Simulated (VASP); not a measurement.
# AlNi2 (P-3m1) in VASP: further runs

The runs below take AlNi2 through single point, with PBEsol.

Everything below comes from runs of VASP 6.6.1. Logs are shortened: lines on timing, memory, paths and dates and some standing lists are left out, and cuts for length are marked.

## (1) The cell of the first run

Symmetry: P-3m1, No. 164, trigonal system. Conventional cell: a = 3.975 Å, b = 3.975 Å, c = 4.906 Å, α = 90.00°, β = 90.00°, γ = 120.00°. Within 3.1 Å of Al (site symmetry 3m) lie 11 Ni at 2.37 to 2.75 Å and 3 Al at 2.97 Å. Within 3.1 Å of Ni (site symmetry 3m) lie 5 Al at 2.37 to 2.48 Å and 9 Ni at 2.47 to 2.94 Å. Ni (site symmetry -3m) has 8 Ni at 2.45 to 2.47 Å and 6 Al at 2.75 Å within 3.2 Å. Ni (site symmetry -3m) has 8 Ni at 2.45 to 2.76 Å and 6 Al at 2.48 Å within 3.2 Å.

## (2) Single point, PBEsol

INCAR reads:

```
ALGO     = Fast           # electronic algorithm
EDIFF    = 1E-6           # SCF threshold, eV
ENCUT    = 520            # plane-wave cutoff, eV
GGA      = PS             # functional
ISIF     = 2              # what is computed and relaxed
ISMEAR   = 0              # smearing method
LASPH    = T              # aspherical terms in the spheres
LCHARG   = F              # write CHGCAR
LREAL    = F              # projectors in reciprocal space
LWAVE    = F              # write WAVECAR
NBANDS   = 58             # bands
NELM     = 80             # most SCF steps
PREC     = Accurate       # precision mode
SIGMA    = 0.15           # smearing width, eV
```

KPOINTS reads:

```
k-points
0
Gamma
  14 14 5
```

POSCAR reads:

```
AlNi2
1.0
   -1.9874494774     -3.4423634724      0.0000000000
    1.9874494774     -3.4423634724      0.0000000000
    0.0000000000      0.0000000000      9.8120888595
Al Ni
4 8
Direct
    0.6666666667      0.6666666667      0.0962894314
    0.6666666667      0.6666666667      0.5962894314
    0.3333333333      0.3333333333      0.4037105686
    0.3333333333      0.3333333333      0.9037105686
    0.6666666667      0.6666666667      0.3437686332
    0.6666666667      0.6666666667      0.8437686332
    0.3333333333      0.3333333333      0.1562313668
    0.3333333333      0.3333333333      0.6562313668
    1.0000000000      1.0000000000      0.2500000000
    1.0000000000      1.0000000000      0.7500000000
    1.0000000000      1.0000000000      0.0000000000
    1.0000000000      1.0000000000      0.5000000000
```

Potentials or basis: VASP PAW PBE potentials, release 64 (Al, Ni).

Run with:

```
cat potpaw_PBE.64/Al/POTCAR potpaw_PBE.64/Ni/POTCAR > POTCAR
mpirun -np 1 vasp_std > vasp.out
```

OUTCAR:

```text
EDIFF = 1E-6
   ENCUT = 520
   GGA = PS
   ISIF = 2
   ISMEAR = 0
   LASPH = T
   LREAL = F
   NELM = 80
   PREC = Accurate

 ion  position               nearest neighbor table
   1  0.667  0.667  0.096-   7 2.37   7 2.37   7 2.37   5 2.43   6 2.48  11 2.48  11 2.48  11 2.48
                             9 2.75   9 2.75   9 2.75   4 2.97   4 2.97   4 2.97
   2  0.667  0.667  0.596-   8 2.37   8 2.37   8 2.37   6 2.43   5 2.48  12 2.48  12 2.48  12 2.48
                            10 2.75  10 2.75  10 2.75   3 2.97   3 2.97   3 2.97
   3  0.333  0.333  0.404-   5 2.37   5 2.37   5 2.37   7 2.43   8 2.48  12 2.48  12 2.48  12 2.48
                             9 2.75   9 2.75   9 2.75   2 2.97   2 2.97   2 2.97
   4  0.333  0.333  0.904-   6 2.37   6 2.37   6 2.37   8 2.43   7 2.48  11 2.48  11 2.48  11 2.48
                            10 2.75  10 2.75  10 2.75   1 2.97   1 2.97   1 2.97
   5  0.667  0.667  0.344-   3 2.37   3 2.37   3 2.37   1 2.43   9 2.47   9 2.47   9 2.47   2 2.48
                            12 2.76  12 2.76  12 2.76   7 2.94   7 2.94   7 2.94
   6  0.667  0.667  0.844-   4 2.37   4 2.37   4 2.37   2 2.43  10 2.47  10 2.47  10 2.47   1 2.48
                            11 2.76  11 2.76  11 2.76   8 2.94   8 2.94   8 2.94
   7  0.333  0.333  0.156-   1 2.37   1 2.37   1 2.37   3 2.43   9 2.47   9 2.47   9 2.47   4 2.48
                            11 2.76  11 2.76  11 2.76   5 2.94   5 2.94   5 2.94
   8  0.333  0.333  0.656-   2 2.37   2 2.37   2 2.37   4 2.43  10 2.47  10 2.47  10 2.47   3 2.48
                            12 2.76  12 2.76  12 2.76   6 2.94   6 2.94   6 2.94
   9  0.000  0.000  0.250-  11 2.45  12 2.45   5 2.47   7 2.47   5 2.47   5 2.47   7 2.47   7 2.47
[... 14 lines left out ...]
 A1 = (  -1.9874494774,   3.4423634724,   0.0000000000)
 A2 = (  -1.9874494774,  -3.4423634724,   0.0000000000)
 A3 = (   0.0000000000,   0.0000000000,   9.8120888595)

Analysis of symmetry for initial positions (statically):
=====================================================================
 Subroutine PRICEL returns following result:

  LATTYP: Found a hexagonal cell.
 ALAT       =     3.9748989549
 C/A-ratio  =     1.2342563888

  Lattice vectors:

 A1 = (  -1.9874494774,   3.4423634724,   0.0000000000)
 A2 = (  -1.9874494774,  -3.4423634724,   0.0000000000)
 A3 = (   0.0000000000,   0.0000000000,   4.9060444297)

   2 primitive cells build up your supercell.

 Routine SETGRP: Setting up the symmetry group for a
 hexagonal supercell.

 Subroutine GETGRP returns: Found 12 space group operations
 (whereof 12 operations were pure point group operations)
 out of a pool of 24 trial point group operations.

The static configuration has the point symmetry D_3d.

Analysis of symmetry for dynamics (positions and initial velocities):
=====================================================================
 Subroutine PRICEL returns following result:

  LATTYP: Found a hexagonal cell.
 ALAT       =     3.9748989549
 C/A-ratio  =     1.2342563888

  Lattice vectors:

 A1 = (  -1.9874494774,   3.4423634724,   0.0000000000)
 A2 = (  -1.9874494774,  -3.4423634724,   0.0000000000)
 A3 = (   0.0000000000,   0.0000000000,   4.9060444297)

   2 primitive cells build up your supercell.

 Routine SETGRP: Setting up the symmetry group for a
 hexagonal supercell.

 Subroutine GETGRP returns: Found 12 space group operations
 (whereof 12 operations were pure point group operations)
 out of a pool of 24 trial point group operations.

The dynamic configuration has the point symmetry D_3d.

 Subroutine INISYM returns: Found 12 space group operations
 (whereof 12 operations are pure point group operations),
 and found     2 'primitive' translations

----------------------------------------------------------------------------------------

                                     Primitive cell

  volume of cell :      67.1296

  direct lattice vectors                    reciprocal lattice vectors
    -1.987449477  3.442363472  0.000000000    -0.251578722  0.145249043  0.000000000
    -1.987449477 -3.442363472  0.000000000    -0.251578722 -0.145249043  0.000000000
     0.000000000  0.000000000  4.906044430     0.000000000  0.000000000  0.203830196

  length of vectors
     3.974898955  3.974898955  4.906044430     0.290498086  0.290498086  0.203830196

  position of ions in fractional coordinates (direct lattice)
     0.333333333  0.666666667  0.192578863
     0.666666667  0.333333333  0.807421137
     0.333333333  0.666666667  0.687537266
     0.666666667  0.333333333  0.312462734
     0.000000000  0.000000000  0.500000000
     0.000000000  0.000000000  0.000000000

  ion indices of the primitive-cell ions
   primitive index   ion index
                 1           1
                 2           4
                 3           5
                 4           7
                 5           9
                 6          11

----------------------------------------------------------------------------------------

 KPOINTS: k-points

Automatic generation of k-mesh.
 Grid dimensions read from file:
 generate k-points for:   14   14    5

 Generating k-lattice:

  Cartesian coordinates                     Fractional coordinates (reciprocal lattice)
    -0.017969909 -0.010374932  0.000000000     0.071428571  0.000000000  0.000000000
     0.017969909 -0.010374932  0.000000000     0.000000000  0.071428571  0.000000000
     0.000000000  0.000000000  0.020383020     0.000000000  0.000000000  0.200000000

  Length of vectors
     0.020749863  0.020749863  0.020383020

  Shift w.r.t. Gamma in fractional coordinates (k-lattice)
     0.000000000  0.000000000  0.000000000

 Subroutine IBZKPT returns following result:
 ===========================================

 Found    104 irreducible k-points:

 Following reciprocal coordinates:
            Coordinates               Weight
  0.000000  0.000000  0.000000      1.000000
  0.071429 -0.000000  0.000000      6.000000
  0.142857  0.000000  0.000000      6.000000
  0.214286  0.000000  0.000000      6.000000
  0.285714  0.000000  0.000000      6.000000
  0.357143  0.000000  0.000000      6.000000
[... 16 lines left out ...]
 -0.428571  0.285714  0.000000      6.000000
 -0.357143  0.285714  0.000000      6.000000
 [... further k-points ...]
   k-points           NKPTS =    104   k-points in BZ     NKDIM =    104   number of bands    NBANDS=     58
   number of dos      NEDOS =    301   number of ions     NIONS =     12
   total plane-waves  NPLWV =  72000
   dimension x,y,z NGX =    30 NGY =   30 NGZ =   80
   dimension x,y,z NGXF=    60 NGYF=   60 NGZF=  160
   ions per type =               4   8
   NGX,Y,Z   is equivalent  to a cutoff of  12.55, 12.55, 13.55 a.u.
   NGXF,Y,Z  is equivalent  to a cutoff of  25.09, 25.09, 27.11 a.u.
 SYSTEM =  unknown system
   PREC   = accura    normal or accurate (medium, high low for compatibility)
   ISTART =      0    job   : 0-new  1-cont  2-samecut
   ICHARG =      2    charge: 1-file 2-atom 10-const
   ISPIN  =      1    spin polarized calculation?
   LNONCOLLINEAR =      F non collinear calculations
   LSORBIT =      F    spin-orbit coupling
   LASPH  =      T    aspherical Exc in radial PAW
   ENCUT  =  520.0 eV  38.22 Ry    6.18 a.u.   7.39  7.39 18.24*2*pi/ulx,y,z
   NELM   =     80;   NELMIN=  2; NELMDL= -5     # of ELM steps
   EDIFF  = 0.1E-05   stopping-criterion for ELM
   LREAL  =      F    real-space projection
[... 7 lines left out ...]
   TEBEG  =    0.0;   TEEND  =   0.0 temperature during run
   PSTRESS=    0.0 pullay stress
   NELECT =      92.0000    total number of electrons
   NUPDOWN=      -1.0000    fix difference up-down
   EMIN   =  10.00;   EMAX   =-10.00  energy-range for DOS
   EFERMI =   0.00;   METHOD = LEGACY
   ISMEAR =     0;   SIGMA  =   0.15  broadening in eV -4-tet -1-fermi 0-gaus
   EFERMI_NEDOS =   21; number of points for ismear=-14 and -15
   IALGO  =     68    algorithm
   IMIX   =      4    mixing-type and parameters
     AMIX     =   0.40;   BMIX     =  1.00
     AMIX_MAG =   1.60;   BMIX_MAG =  1.00
  volume/ion in A,a.u.               =      11.19        75.50
  Fermi-wavevector in a.u.,A,eV,Ry     =   1.443298  2.727438 28.342420  2.083109
  Thomas-Fermi vector in A             =   2.561721
   LORBIT       =      0    0 simple, 1 ext, 2 COOP (PROOUT), +10 PAW based schemes
   GGA     = PS    functional components
   LHFCALC =     F    Hartree Fock is set to
   AEXX    =    0.0000 exact exchange contribution
   IVDW    =     0    specifies the selected vdW correction
   LEPSILON=     F    determine dielectric tensor
   LRPA    =     F    only Hartree local field effects (RPA)
 non-spin polarized calculation
 RMM-DIIS sequential band-by-band and
 Gauss-broadening in eV      SIGMA  =   0.15
  energy-cutoff  :      520.00
  volume of cell :      134.26
 maximum number of plane-waves:      3655
 NGX is ok and might be reduce to    30

 number of electron      92.0000049 magnetization

 Free energy of the ion-electron system (eV)
  ---------------------------------------------------
  ext. energy  EPLUGINS =         0.00000000
  ---------------------------------------------------
  free energy    TOTEN  =       -71.66606155 eV

  energy without entropy =      -71.59301265  energy(sigma->0) =      -71.62953710

 E-fermi :   9.9434     XC(G=0): -12.7434

 val. band max:        9.9391671962   @ k =   0.3571   0.1429   0.0000
 cond. band min:       9.9465531865   @ k =   0.4286   0.1429   0.2000
 fundamental gap:      0.0073859903
 Fermi energy:         9.9433946838

 k-point     1 :       0.0000    0.0000    0.0000
  band No.  band energies     occupation
      1      -0.6627      2.00000
      2       0.5969      2.00000
      3       1.2734      2.00000
      4       4.6503      2.00000
      5       4.8350      2.00000
      6       6.1146      2.00000
[... 1453 lines left out ...]
     57      17.4161      0.00000
     58      18.2871      0.00000

 [... further k-points ...]

------------------------ aborting loop because EDIFF is reached ----------------------------------------

  FORCE on cell =-STRESS in cart. coord.  units (eV):
  Direction    XX          YY          ZZ          XY          YZ          ZX
  --------------------------------------------------------------------------------------
  -------------------------------------------------------------------------------------
  Total        0.1766262      0.1766262      0.0511170      0.0000000      0.0000000      0.0000000
  in kB        2.1077611      2.1077611      0.6100029      0.0000000      0.0000000      0.0000000
  external PRESSURE =       1.6085084 kB  Pullay stress =       0.0000000 kB

 VOLUME and BASIS-vectors are now :
 -----------------------------------------------------------------------------
  energy-cutoff  :      520.00
  volume of cell :      134.26
      direct lattice vectors                 reciprocal lattice vectors
    -1.987449477 -3.442363472  0.000000000    -0.251578722 -0.145249043  0.000000000
     1.987449477 -3.442363472  0.000000000     0.251578722 -0.145249043  0.000000000
     0.000000000  0.000000000  9.812088859     0.000000000  0.000000000  0.101915098

 POSITION                                       TOTAL-FORCE (eV/Angst)
 -----------------------------------------------------------------------------------
      0.00000     -4.58982      0.94480        -0.000000      0.000000      0.003901
      0.00000     -4.58982      5.85084         0.000000      0.000000      0.003901
      0.00000     -2.29491      3.96124         0.000000     -0.000000     -0.003901
      0.00000     -2.29491      8.86729        -0.000000     -0.000000     -0.003901
      0.00000     -4.58982      3.37309         0.000000     -0.000000     -0.018488
      0.00000     -4.58982      8.27913        -0.000000     -0.000000     -0.018488
      0.00000     -2.29491      1.53296        -0.000000     -0.000000      0.018488
      0.00000     -2.29491      6.43900         0.000000      0.000000      0.018488
      0.00000      0.00000      2.45302        -0.000000     -0.000000      0.000000
      0.00000      0.00000      7.35907        -0.000000     -0.000000      0.000000
      0.00000      0.00000      0.00000        -0.000000     -0.000000      0.000000
      0.00000      0.00000      4.90604        -0.000000     -0.000000      0.000000
 -----------------------------------------------------------------------------------
    total drift:                                0.000000     -0.000000     -0.000000

  FREE ENERGIE OF THE ION-ELECTRON SYSTEM (eV)
  ---------------------------------------------------
  free  energy   TOTEN  =       -71.6660615486 eV

  energy  without entropy=      -71.5930126490  energy(sigma->0) =      -71.62953710
```

It took 22 min on 1 thread of Intel Xeon 6975P-C, shared host; peak memory 0.66 GiB.

Results:

| Quantity | Value |
| --- | --- |
| Free energy | -71.6661 eV |
| Pressure | 0.2 GPa |
| Largest force | 0.018 eV/Å |
| Band gap on the k mesh | zero (band 46 reaches 13.16 eV, above the bottom of band 47 at 9.61 eV) |

Forces on the atoms (eV/Å):
```
Al   0.000  0.000  0.004
Al   0.000  0.000  0.004
Al   0.000  0.000 -0.004
Al   0.000  0.000 -0.004
Ni   0.000  0.000 -0.018
Ni   0.000  0.000 -0.018
Ni   0.000  0.000  0.018
Ni   0.000  0.000  0.018
Ni   0.000  0.000  0.000
Ni   0.000  0.000  0.000
Ni   0.000  0.000  0.000
Ni   0.000  0.000  0.000
```

Levels at points of the mesh, in eV from the Fermi level:
```tsv
k point	band 42	band 43	band 44	band 45	band 46	band 47	band 48	band 49	band 50	band 51
(0.00, 0.00, 0.00)	-0.66	-0.53	-0.53	0.70	3.16	3.16	3.86	3.86	3.90	4.03
(0.50, 0.00, 0.00)	-0.74	-0.64	-0.63	-0.55	-0.38	-0.31	-0.27	0.94	1.71	1.81
```

Caveat: the PAW data sets were made with another functional, which shifts forces and pressure a little.

## (3) Single point, PBEsol

This run uses another cell than the first one: it holds 6 atoms, not 12.

INCAR reads:

```
PREC = Accurate ; ENCUT = 520
EDIFF = 1E-7 ; ISMEAR = -1
SIGMA = 0.15 ; LREAL = F
LASPH = T ; NELM = 60
ALGO = Fast ; ISIF = 2
LWAVE = F ; LCHARG = F
GGA = PS ; NBANDS = 32
```

KPOINTS reads:

```
Automatic mesh
0
Gamma
  12 12 8
```

POSCAR reads:

```
AlNi2
1.0
    3.9798378000      0.0000000000      0.0000000000
   -1.9899189000      3.4466406378      0.0000000000
    0.0000000000      0.0000000000      4.9039493065
Al Ni
2 4
Direct
    0.3333333333      0.6666666667      0.1912944241
    0.6666666667      0.3333333333      0.8087055759
    0.3333333333      0.6666666667      0.6856484368
    0.6666666667      0.3333333333      0.3143515632
    0.0000000000      0.0000000000      0.5000000000
    0.0000000000      0.0000000000      0.0000000000
```

Potentials or basis: VASP PAW PBE potentials, release 64 (Al, Ni).

Run with:

```
cat potpaw_PBE.64/Al/POTCAR potpaw_PBE.64/Ni/POTCAR > POTCAR
mpirun -np 1 vasp_std > vasp.out
```

Run time: 5.4 min. Hardware: 1 thread of Intel Xeon Platinum 8375C at 2.90GHz (Ice Lake), shared host; peak memory 0.34 GiB.

The run converged. Its results:

| Property | Result |
| --- | --- |
| Free energy | -35.9464 eV |
| Pressure | 0.2 GPa |
| Largest force | 0.010 eV/Å |
| Band gap on the k mesh | zero (band 23 reaches 13.80 eV, above the bottom of band 24 at 9.54 eV) |

Forces in eV/Å, atoms in the order of the input:
```
Al   0.000  0.000  0.004
Al   0.000  0.000 -0.004
Ni   0.000  0.000 -0.010
Ni   0.000  0.000  0.010
Ni   0.000  0.000  0.000
Ni   0.000  0.000  0.000
```

Levels at points of the mesh, in eV from the Fermi level:
| k point | band 21 | band 22 | band 23 | band 24 | band 25 | band 26 |
| --- | --- | --- | --- | --- | --- | --- |
| (0.00, 0.00, 0.00) | -0.58 | -0.58 | 0.65 | 3.10 | 3.10 | 3.80 |
| (0.50, 0.00, 0.00) | -0.78 | -0.68 | -0.60 | -0.36 | 0.93 | 1.75 |
| (0.00, 0.00, 0.50) | -0.74 | -0.74 | 3.85 | 3.97 | 3.97 | 4.22 |
| (0.50, 0.00, 0.50) | -0.85 | -0.69 | -0.42 | -0.31 | 1.66 | 1.78 |

Caveat: the PAW data sets were made with another functional, which shifts forces and pressure a little.
